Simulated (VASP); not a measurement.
## Si2W: relaxation of shape and atoms at fixed volume with PBEsol

Crystal: Si2W.

```
CELL_PARAMETERS angstrom
-1.53073 1.53073 3.76333
1.53073 -1.53073 3.76333
1.53073 1.53073 -3.76333
ATOMIC_POSITIONS crystal
Si 0.33319 0.33319 0.00000
Si 0.66681 0.66681 0.00000
W 0.00000 0.00000 0.00000
```

```json
{
 "Program": "VASP 6.6.1",
 "Task": "relaxation of shape and atoms at fixed volume",
 "Functional": "PBEsol",
 "Potentials or basis": "VASP PAW PBE potentials, release 64 (Si, W_sv)",
 "Cutoff": "600 eV",
 "k mesh": "18 × 18 × 18",
 "Occupations": "gaussian, width 0.1 eV",
 "Spin": "no spin polarisation",
 "Dipole correction": "no",
 "Further INCAR settings": "ALGO = Normal; EDIFF = 1e-06; IBRION = 2; EDIFFG = -0.01; NSW = 50; ISIF = 4"
}
```

```
Energy gained by relaxing : 0.2 meV/atom
Ionic steps               : 5
Pressure after relaxing   : 39.6 GPa
Band gap on the k mesh    : zero (bands 11 and 12 overlap by 1.67 eV)
```

The path:
| step | energy change (eV) | largest force (eV/Å) | pressure (GPa) | volume (Å³) |
| --- | --- | --- | --- | --- |
| 1 | 0.0000 | 0.1080 | 39.79 | 35.27 |
| 2 | -0.0004 | 0.0295 | 39.54 | 35.27 |
| 3 | -0.0006 | 0.0195 | 39.63 | 35.27 |
| 4 | -0.0007 | 0.0143 | 39.63 | 35.27 |
| 5 | -0.0007 | 0.0000 | 39.63 | 35.27 |

Final structure:
```
Si W
1.0
    -1.52946    1.52946    3.76960
     1.52946   -1.52946    3.76960
     1.52946    1.52946   -3.76960
Si W
2 1
Direct
  0.33266 0.33266 0.00000
  0.66734 0.66734 0.00000
  0.00000 0.00000 0.00000
```

Levels at points of the mesh, in eV from the Fermi level:
| k point | band 9 | band 10 | band 11 | band 12 | band 13 | band 14 |
| --- | --- | --- | --- | --- | --- | --- |
| (0.00, 0.00, 0.00) | -3.24 | -3.24 | 0.84 | 2.29 | 3.70 | 3.71 |
| (0.50, 0.00, 0.00) | -3.36 | -3.11 | -0.61 | 3.04 | 3.40 | 4.18 |
| (0.50, 0.50, 0.00) | -5.48 | -3.94 | -1.63 | 3.21 | 3.71 | 3.90 |
| (0.50, 0.50, 0.50) | -0.78 | -0.78 | -0.62 | -0.62 | 1.07 | 4.87 |

Run time: 13 min on 1 thread of Intel(R) Xeon(R) Platinum 8488C (Sapphire Rapids) (shared host), peak memory 0.45 GiB.

Caveat: the PAW data sets were made with another functional, which shifts forces and pressure a little; spin-orbit coupling is left out, which moves the levels of the heavy elements.
